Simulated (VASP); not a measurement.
MoS:

```
CELL_PARAMETERS angstrom
0.00000 2.97559 2.97559
2.97559 0.00000 2.97559
2.97559 2.97559 0.00000
ATOMIC_POSITIONS crystal
Mo 0.00000 0.00000 0.00000
S 0.25000 0.25000 0.25000
```

Base run:

```yaml
Program: VASP 6.6.1
Functional: PBE
Potentials_or_basis: VASP PAW PBE potentials, release 64 (Mo_sv, S)
Cutoff: 520 eV
k_mesh: 12 × 12 × 12
Occupations: gaussian, width 0.1 eV
Spin: collinear spin, ferromagnetic start
Starting_moments: "[2.0, 0.0] μB"
Hubbard_terms: Mo d U = 4.38 eV
```

Its results: band gap on the k mesh zero (filled and empty bands overlap); pressure -0.9 GPa.

Problem. The run is repeated on the same cell with these changes: spin from collinear spin, ferromagnetic start to no spin polarisation; further incar settings from ALGO = Normal; EDIFF = 1e-06; NBANDS = 21 to ALGO = Normal; EDIFF = 1e-07; NBANDS = 17. What comes out?

Solution. Band gap on the k mesh 0.35 eV, direct; pressure -7.8 GPa.

A k mesh can miss the band edges.
